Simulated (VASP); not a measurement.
# BaH2 (Pnma) in VASP: notebook

Runs on BaH2. Level: PBEsol. Tasks: single point.

All numbers are computed with VASP 6.6.1; they aren't measurements. Logs are shortened: lines on timing, memory, paths and dates and some standing lists are left out, and cuts for length are marked.

## Step 1: The cell of the first run

It takes space group Pnma (No. 62, orthorhombic). Conventional cell: a = 6.746 Å, b = 4.140 Å, c = 7.805 Å, α = 90.00°, β = 90.00°, γ = 90.00°. Within 3.3 Å of Ba (site symmetry m) lie 9 H at 2.48 to 2.98 Å. H (site symmetry m) has 4 Ba at 2.48 to 2.66 Å and 7 H at 3.03 to 3.29 Å within 3.3 Å. Within 3.5 Å of H (site symmetry m) lie 5 Ba at 2.67 to 2.98 Å and 8 H at 3.03 to 3.46 Å.

## Step 2: Single point, PBEsol

INCAR

```
  PREC = Accurate
  ENCUT = 520
  EDIFF = 1E-6
  ISMEAR = -1
  SIGMA = 0.05
  LREAL = False
  LASPH = True
  NELM = 100
  ALGO = Normal
  ISIF = 2
  LWAVE = False
  LCHARG = False
  GGA = PS
  NBANDS = 36
```

KPOINTS

```
Automatic mesh
0
Gamma
  4 7 4
```

POSCAR

```
BaH2
1.0
    6.7464147339      0.0000000000      0.0000000000
    0.0000000000      4.1400260028      0.0000000000
    0.0000000000      0.0000000000      7.8052601559
Ba H
4 8
Direct
    0.7397100000      0.7500000000      0.1113700000
    0.7602900000      0.2500000000      0.6113700000
    0.2397100000      0.7500000000      0.3886300000
    0.2602900000      0.2500000000      0.8886300000
    0.3540000000      0.7500000000      0.0865000000
    0.1460000000      0.2500000000      0.5865000000
    0.8540000000      0.7500000000      0.4135000000
    0.6460000000      0.2500000000      0.9135000000
    0.9570000000      0.7500000000      0.8260000000
    0.5430000000      0.2500000000      0.3260000000
    0.4570000000      0.7500000000      0.6740000000
    0.0430000000      0.2500000000      0.1740000000
```

Potentials or basis: VASP PAW PBE potentials, release 64 (Ba_sv, H).

Command:

```sh
$ cat potpaw_PBE.64/Ba_sv/POTCAR potpaw_PBE.64/H/POTCAR > POTCAR
$ mpirun -np 1 vasp_std > vasp.out
```

OUTCAR:

```text
PREC = Accurate
   ENCUT = 520
   EDIFF = 1E-6
   ISMEAR = -1
   LREAL = False
   LASPH = True
   NELM = 100
   ISIF = 2
   GGA = PS

 ion  position               nearest neighbor table
   1  0.740  0.750  0.111-   7 2.48   5 2.61   8 2.66   8 2.66   9 2.67   3 4.01   3 4.01   4 4.22
                             4 4.22   2 4.42   2 4.42   2 4.42   2 4.42   4 4.43   4 4.43
   2  0.760  0.250  0.611-   8 2.48   6 2.61   7 2.66   7 2.66  10 2.67   4 4.01   4 4.01   3 4.22
                             3 4.22   1 4.42   1 4.42   1 4.42   1 4.42   3 4.43   3 4.43
   3  0.240  0.750  0.389-   5 2.48   7 2.61   6 2.66   6 2.66  11 2.67   1 4.01   1 4.01   2 4.22
                             2 4.22   4 4.42   4 4.42   4 4.42   4 4.42   2 4.43   2 4.43
   4  0.260  0.250  0.889-   6 2.48   8 2.61   5 2.66   5 2.66  12 2.67   2 4.01   2 4.01   1 4.22
                             1 4.22   3 4.42   3 4.42   3 4.42   3 4.42   1 4.43   1 4.43
   5  0.354  0.750  0.087-   3 2.48   1 2.61   4 2.66   4 2.66
   6  0.146  0.250  0.587-   4 2.48   2 2.61   3 2.66   3 2.66
   7  0.854  0.750  0.413-   1 2.48   3 2.61   2 2.66   2 2.66
   8  0.646  0.250  0.913-   2 2.48   4 2.61   1 2.66   1 2.66
   9  0.957  0.750  0.826-   1 2.67
  10  0.543  0.250  0.326-   2 2.67
  11  0.457  0.750  0.674-   3 2.67
  12  0.043  0.250  0.174-   4 2.67

  LATTYP: Found a simple orthorhombic cell.
 ALAT       =     4.1400260028
 B/A-ratio  =     1.6295585413
 C/A-ratio  =     1.8853166986

  Lattice vectors:

 A1 = (   0.0000000000,  -4.1400260028,   0.0000000000)
 A2 = (   6.7464147339,   0.0000000000,   0.0000000000)
 A3 = (   0.0000000000,   0.0000000000,   7.8052601559)

Analysis of symmetry for initial positions (statically):
=====================================================================
 Subroutine PRICEL returns:
 Original cell was already a primitive cell.

 Routine SETGRP: Setting up the symmetry group for a
 simple orthorhombic supercell.

 Subroutine GETGRP returns: Found  8 space group operations
 (whereof  2 operations were pure point group operations)
 out of a pool of  8 trial point group operations.

The static configuration has the point symmetry S_2 .
 The point group associated with its full space group is D_2h.

Analysis of symmetry for dynamics (positions and initial velocities):
=====================================================================
 Subroutine PRICEL returns:
 Original cell was already a primitive cell.

 Routine SETGRP: Setting up the symmetry group for a
 simple orthorhombic supercell.

 Subroutine GETGRP returns: Found  8 space group operations
 (whereof  2 operations were pure point group operations)
 out of a pool of  8 trial point group operations.

The dynamic configuration has the point symmetry S_2 .
 The point group associated with its full space group is D_2h.

 Subroutine INISYM returns: Found  8 space group operations
 (whereof  2 operations are pure point group operations),
 and found     1 'primitive' translations

----------------------------------------------------------------------------------------

                                     Primitive cell

  volume of cell :     218.0035

  direct lattice vectors                    reciprocal lattice vectors
     6.746414734  0.000000000  0.000000000     0.148226879  0.000000000  0.000000000
     0.000000000  4.140026003  0.000000000     0.000000000  0.241544377  0.000000000
     0.000000000  0.000000000  7.805260156     0.000000000  0.000000000  0.128118728

  length of vectors
     6.746414734  4.140026003  7.805260156     0.148226879  0.241544377  0.128118728

  position of ions in fractional coordinates (direct lattice)
     0.739710000  0.750000000  0.111370000
     0.760290000  0.250000000  0.611370000
     0.239710000  0.750000000  0.388630000
     0.260290000  0.250000000  0.888630000
     0.354000000  0.750000000  0.086500000
     0.146000000  0.250000000  0.586500000
     0.854000000  0.750000000  0.413500000
     0.646000000  0.250000000  0.913500000
     0.957000000  0.750000000  0.826000000
     0.543000000  0.250000000  0.326000000
     0.457000000  0.750000000  0.674000000
     0.043000000  0.250000000  0.174000000

  ion indices of the primitive-cell ions
   primitive index   ion index
                 1           1
                 2           2
                 3           3
                 4           4
                 5           5
                 6           6
                 7           7
                 8           8
                 9           9
                10          10
                11          11
                12          12

----------------------------------------------------------------------------------------

 KPOINTS: Automatic mesh

Automatic generation of k-mesh.
 Grid dimensions read from file:
 generate k-points for:    4    7    4

 Generating k-lattice:

  Cartesian coordinates                     Fractional coordinates (reciprocal lattice)
     0.037056720  0.000000000  0.000000000     0.250000000  0.000000000  0.000000000
     0.000000000  0.034506340  0.000000000     0.000000000  0.142857143  0.000000000
     0.000000000  0.000000000  0.032029682     0.000000000  0.000000000  0.250000000

  Length of vectors
     0.037056720  0.034506340  0.032029682

  Shift w.r.t. Gamma in fractional coordinates (k-lattice)
     0.000000000  0.000000000  0.000000000

 Subroutine IBZKPT returns following result:
 ===========================================

 Found     36 irreducible k-points:

 Following reciprocal coordinates:
            Coordinates               Weight
  0.000000  0.000000  0.000000      1.000000
  0.250000  0.000000  0.000000      2.000000
  0.500000  0.000000  0.000000      1.000000
  0.000000  0.142857  0.000000      2.000000
  0.250000  0.142857  0.000000      4.000000
  0.500000  0.142857  0.000000      2.000000
[... 16 lines left out ...]
  0.250000  0.428571  0.250000      8.000000
  0.500000  0.428571  0.250000      4.000000
 [... further k-points ...]
   k-points           NKPTS =     36   k-points in BZ     NKDIM =     36   number of bands    NBANDS=     36
   number of dos      NEDOS =    301   number of ions     NIONS =     12
   total plane-waves  NPLWV =  96000
   dimension x,y,z NGX =    50 NGY =   32 NGZ =   60
   dimension x,y,z NGXF=   100 NGYF=   64 NGZF=  120
   ions per type =               4   8
   NGX,Y,Z   is equivalent  to a cutoff of  12.32, 12.85, 12.78 a.u.
   NGXF,Y,Z  is equivalent  to a cutoff of  24.64, 25.70, 25.56 a.u.
 SYSTEM =  unknown system
   PREC   = accura    normal or accurate (medium, high low for compatibility)
   ISTART =      0    job   : 0-new  1-cont  2-samecut
   ICHARG =      2    charge: 1-file 2-atom 10-const
   ISPIN  =      1    spin polarized calculation?
   LNONCOLLINEAR =      F non collinear calculations
   LSORBIT =      F    spin-orbit coupling
   LASPH  =      T    aspherical Exc in radial PAW
   ENCUT  =  520.0 eV  38.22 Ry    6.18 a.u.  12.54  7.70 14.51*2*pi/ulx,y,z
   NELM   =    100;   NELMIN=  2; NELMDL= -5     # of ELM steps
   EDIFF  = 0.1E-05   stopping-criterion for ELM
   LREAL  =      F    real-space projection
   EDIFFG = 0.1E-04   stopping-criterion for IOM
   NSW    =      0    number of steps for IOM
   IBRION =     -1    ionic relax: 0-MD 1-quasi-New 2-CG
   NFREE  =      0    steps in history (QN), initial steepest desc. (CG)
   ISIF   =      2    stress and relaxation
   ISYM   =      2    0-nonsym 1-usesym 2-fastsym
   POTIM  = 0.5000    time-step for ionic-motion
   TEBEG  =    0.0;   TEEND  =   0.0 temperature during run
   PSTRESS=    0.0 pullay stress
   NELECT =      48.0000    total number of electrons
   NUPDOWN=      -1.0000    fix difference up-down
   EMIN   =  10.00;   EMAX   =-10.00  energy-range for DOS
   EFERMI =   0.00;   METHOD = LEGACY
   ISMEAR =    -1;   SIGMA  =   0.05  broadening in eV -4-tet -1-fermi 0-gaus
   EFERMI_NEDOS =   21; number of points for ismear=-14 and -15
   IALGO  =     38    algorithm
   IMIX   =      4    mixing-type and parameters
     AMIX     =   0.40;   BMIX     =  1.00
     AMIX_MAG =   1.60;   BMIX_MAG =  1.00
  volume/ion in A,a.u.               =      18.17       122.60
  Fermi-wavevector in a.u.,A,eV,Ry     =   0.988555  1.868098 13.296165  0.977241
  Thomas-Fermi vector in A             =   2.120090
   LORBIT       =      0    0 simple, 1 ext, 2 COOP (PROOUT), +10 PAW based schemes
   GGA     = PS    functional components
   LHFCALC =     F    Hartree Fock is set to
   AEXX    =    0.0000 exact exchange contribution
   IVDW    =     0    specifies the selected vdW correction
   LEPSILON=     F    determine dielectric tensor
   LRPA    =     F    only Hartree local field effects (RPA)
 non-spin polarized calculation
  energy-cutoff  :      520.00
  volume of cell :      218.00
 maximum number of plane-waves:      5898
   NGX = 25   NGY = 15   NGZ = 29

 number of electron      48.0000001 magnetization

 Free energy of the ion-electron system (eV)
  ---------------------------------------------------
  ext. energy  EPLUGINS =         0.00000000
  ---------------------------------------------------
  free energy    TOTEN  =       -40.92792764 eV

  energy without entropy =      -40.92792764  energy(sigma->0) =      -40.92792764

 E-fermi :   1.0191     XC(G=0):  -8.6008

 val. band max:       -0.0837849961   @ k =   0.2500   0.0000   0.0000
 cond. band min:       2.6650866966   @ k =   0.5000   0.2857   0.0000
 fundamental gap:      2.7488716928
 Fermi energy:         1.0190906933

 k-point     1 :       0.0000    0.0000    0.0000
  band No.  band energies     occupation
      1     -26.1009      2.00000
      2     -26.0149      2.00000
      3     -26.0074      2.00000
      4     -25.9961      2.00000
      5     -11.8865      2.00000
      6     -11.6607      2.00000
[... 28 lines left out ...]
     35       5.7868      0.00000
     36       5.8618      0.00000
[... 866 lines left out ...]
      6     -11.7281      2.00000
[... 28 lines left out ...]
     35       6.2195      0.00000
     36       6.2195      0.00000

 [... further k-points ...]

------------------------ aborting loop because EDIFF is reached ----------------------------------------

  FORCE on cell =-STRESS in cart. coord.  units (eV):
  Direction    XX          YY          ZZ          XY          YZ          ZX
  --------------------------------------------------------------------------------------
  -------------------------------------------------------------------------------------
  Total       -0.1979057     -1.5844165      0.6197813     -0.0000000      0.0000000      0.0000000
  in kB       -1.4544722    -11.6443825      4.5549707     -0.0000000      0.0000000      0.0000000
  external PRESSURE =      -2.8479613 kB  Pullay stress =       0.0000000 kB

 VOLUME and BASIS-vectors are now :
 -----------------------------------------------------------------------------
  energy-cutoff  :      520.00
  volume of cell :      218.00
      direct lattice vectors                 reciprocal lattice vectors
     6.746414734  0.000000000  0.000000000     0.148226879  0.000000000  0.000000000
     0.000000000  4.140026003  0.000000000     0.000000000  0.241544377  0.000000000
     0.000000000  0.000000000  7.805260156     0.000000000  0.000000000  0.128118728

 POSITION                                       TOTAL-FORCE (eV/Angst)
 -----------------------------------------------------------------------------------
      4.99039      3.10502      0.86927        -0.038402     -0.000000     -0.124683
      5.12923      1.03501      4.77190         0.038402     -0.000000     -0.124683
      1.61718      3.10502      3.03336        -0.038402     -0.000000      0.124683
      1.75602      1.03501      6.93599         0.038402      0.000000      0.124683
      2.38823      3.10502      0.67516         0.051884      0.000000     -0.332264
      0.98498      1.03501      4.57779        -0.051884     -0.000000     -0.332264
      5.76144      3.10502      3.22748         0.051884     -0.000000      0.332264
      4.35818      1.03501      7.13011        -0.051884     -0.000000      0.332264
      6.45632      3.10502      6.44714         0.152339     -0.000000     -0.135450
      3.66330      1.03501      2.54451        -0.152339     -0.000000     -0.135450
      3.08311      3.10502      5.26075         0.152339     -0.000000      0.135450
      0.29010      1.03501      1.35812        -0.152339     -0.000000      0.135450
 -----------------------------------------------------------------------------------
    total drift:                                0.000000      0.000000      0.000000

  FREE ENERGIE OF THE ION-ELECTRON SYSTEM (eV)
  ---------------------------------------------------
  free  energy   TOTEN  =       -40.9279276365 eV

  energy  without entropy=      -40.9279276365  energy(sigma->0) =      -40.92792764
```

It took 4.6 min on 1 thread of Oxide Virtual Turin-like, shared host; peak memory 0.4 GiB.

Results:

```
Free energy            : -40.9279 eV
Pressure               : -0.3 GPa
Largest force          : 0.336 eV/Å
Band gap on the k mesh : 2.75 eV, indirect (least direct gap 3.23 eV)
```

Forces in eV/Å, atoms in the order of the input:
```
Ba  -0.038  0.000 -0.125
Ba   0.038  0.000 -0.125
Ba  -0.038  0.000  0.125
Ba   0.038  0.000  0.125
H    0.052  0.000 -0.332
H   -0.052  0.000 -0.332
H    0.052  0.000  0.332
H   -0.052  0.000  0.332
H    0.152  0.000 -0.135
H   -0.152  0.000 -0.135
H    0.152  0.000  0.135
H   -0.152  0.000  0.135
```

Levels at points of the mesh, in eV from the valence-band top:
```tsv
k point	band 20	band 21	band 22	band 23	band 24	band 25	band 26	band 27	band 28	band 29
(0.00, 0.00, 0.00)	-0.91	-0.77	-0.57	-0.14	-0.02	3.40	3.74	4.02	4.32	4.58
(0.50, 0.00, 0.00)	-1.32	-0.58	-0.58	-0.07	-0.07	3.27	3.27	3.73	3.73	4.32
(0.00, 0.00, 0.50)	-1.05	-0.52	-0.52	-0.26	-0.26	3.20	3.20	3.62	3.62	4.79
(0.50, 0.00, 0.50)	-1.51	-0.70	-0.70	-0.41	-0.41	3.19	3.19	3.32	3.32	4.91
```

Caveat: the PAW data sets were made with another functional, which shifts forces and pressure a little; spin-orbit coupling is left out, which moves the levels of the heavy elements. A k mesh can miss the band edges.

## Step 3: Single point, PBEsol

This run uses another cell than the first one, of 18.54 Å³/atom, 1.020 times its volume.

INCAR

```
ALGO = Normal
EDIFF = 1E-6
ENCUT = 520
GGA = PS
ISIF = 2
ISMEAR = -1
LASPH = True
LCHARG = True
LELF = True
LREAL = False
LVHAR = True
LWAVE = False
NBANDS = 36
NELM = 60
PREC = Accurate
SIGMA = 0.05
```

KPOINTS

```
k-points
0
Gamma
  4 7 4
```

Edit POSCAR of step 2 so:

```diff
@@ -2,5 +2,5 @@
 1.0
-    6.7464147339      0.0000000000      0.0000000000
-    0.0000000000      4.1400260028      0.0000000000
-    0.0000000000      0.0000000000      7.8052601559
+    6.7920000000      0.0000000000      0.0000000000
+    0.0000000000      4.1680000000      0.0000000000
+    0.0000000000      0.0000000000      7.8580000000
 Ba H
```

Potentials or basis: VASP PAW PBE potentials, release 64 (Ba_sv, H).

Command:

```sh
$ cat potpaw_PBE.64/Ba_sv/POTCAR potpaw_PBE.64/H/POTCAR > POTCAR
$ mpirun -np 1 vasp_std > vasp.out
```

It took 4.7 min on 1 thread of Oxide Virtual Turin-like, shared host; peak memory 0.39 GiB.

Results (log left out):

```
Free energy            : -40.9128 eV
Pressure               : -0.9 GPa
Largest force          : 0.325 eV/Å
Band gap on the k mesh : 2.77 eV, indirect (least direct gap 3.23 eV)
```

Forces on the atoms (eV/Å):
```
Ba  -0.044  0.000 -0.128
Ba   0.044  0.000 -0.128
Ba  -0.044  0.000  0.128
Ba   0.044  0.000  0.128
H    0.056  0.000 -0.320
H   -0.056  0.000 -0.320
H    0.056  0.000  0.320
H   -0.056  0.000  0.320
H    0.143  0.000 -0.119
H   -0.143  0.000 -0.119
H    0.143  0.000  0.119
H   -0.143  0.000  0.119
```

Stress tensor (GPa, compression positive):
```
-0.74  0.00  0.00
 0.00 -1.73  0.00
 0.00  0.00 -0.30
```

Levels at points of the mesh, in eV from the valence-band top:
```tsv
k point	band 22	band 23	band 24	band 25	band 26	band 27
(0.00, 0.00, 0.00)	-0.57	-0.15	0.00	3.42	3.73	4.02
(0.50, 0.00, 0.00)	-0.55	-0.08	-0.08	3.29	3.29	3.73
(0.00, 0.00, 0.50)	-0.49	-0.25	-0.25	3.22	3.22	3.62
(0.50, 0.00, 0.50)	-0.66	-0.38	-0.38	3.21	3.21	3.33
```

Caveat: the PAW data sets were made with another functional, which shifts forces and pressure a little; spin-orbit coupling is left out, which moves the levels of the heavy elements. PBEsol gaps usually lie below the measured ones, often by a third to a half.

## Step 4: Single point, PBEsol

This run uses another cell than the first one, of 18.54 Å³/atom, 1.020 times its volume.

INCAR

```
SYSTEM = BaH2
PREC = Accurate
ENCUT = 520
EDIFF = 1E-7
ISMEAR = -1
SIGMA = 0.05
LREAL = .False.
LASPH = .True.
NELM = 100
ALGO = Normal
ISIF = 2
LWAVE = .False.
LCHARG = .False.
GGA = PS
NBANDS = 36
```

KPOINTS

```
regular mesh
0
Gamma
  4 7 4
  0 0 0
```

POSCAR is that of step 3.

Command:

```sh
$ cat potpaw_PBE.64/Ba_sv/POTCAR potpaw_PBE.64/H/POTCAR > POTCAR
$ mpirun -np 1 vasp_std > vasp.out
```

Run time: 3.6 min. Hardware: 1 thread of Oxide Virtual Turin-like, shared host; peak memory 0.4 GiB.

It converged, with:

| Item | Value |
| --- | --- |
| Free energy | -40.9128 eV |
| Pressure | -0.9 GPa |
| Largest force | 0.325 eV/Å |
| Band gap on the k mesh | 2.77 eV, indirect (least direct gap 3.23 eV) |

Forces in eV/Å, atoms in the order of the input:
```
Ba  -0.044  0.000 -0.128
Ba   0.044  0.000 -0.128
Ba  -0.044  0.000  0.128
Ba   0.044  0.000  0.128
H    0.056  0.000 -0.320
H   -0.056  0.000 -0.320
H    0.056  0.000  0.320
H   -0.056  0.000  0.320
H    0.143  0.000 -0.119
H   -0.143  0.000 -0.119
H    0.143  0.000  0.119
H   -0.143  0.000  0.119
```

Stress tensor (GPa, compression positive):
```
-0.73  0.00  0.00
 0.00 -1.73  0.00
 0.00  0.00 -0.29
```

Levels at points of the mesh, in eV from the valence-band top:
| k point | band 21 | band 22 | band 23 | band 24 | band 25 | band 26 | band 27 | band 28 |
| --- | --- | --- | --- | --- | --- | --- | --- | --- |
| (0.00, 0.00, 0.00) | -0.72 | -0.57 | -0.15 | 0.00 | 3.42 | 3.73 | 4.02 | 4.32 |
| (0.50, 0.00, 0.00) | -0.55 | -0.55 | -0.08 | -0.08 | 3.29 | 3.29 | 3.73 | 3.73 |
| (0.00, 0.00, 0.50) | -0.49 | -0.49 | -0.25 | -0.25 | 3.22 | 3.22 | 3.62 | 3.62 |
| (0.50, 0.00, 0.50) | -0.66 | -0.66 | -0.38 | -0.38 | 3.21 | 3.21 | 3.33 | 3.33 |

Caveat: the PAW data sets were made with another functional, which shifts forces and pressure a little; spin-orbit coupling is left out, which moves the levels of the heavy elements.
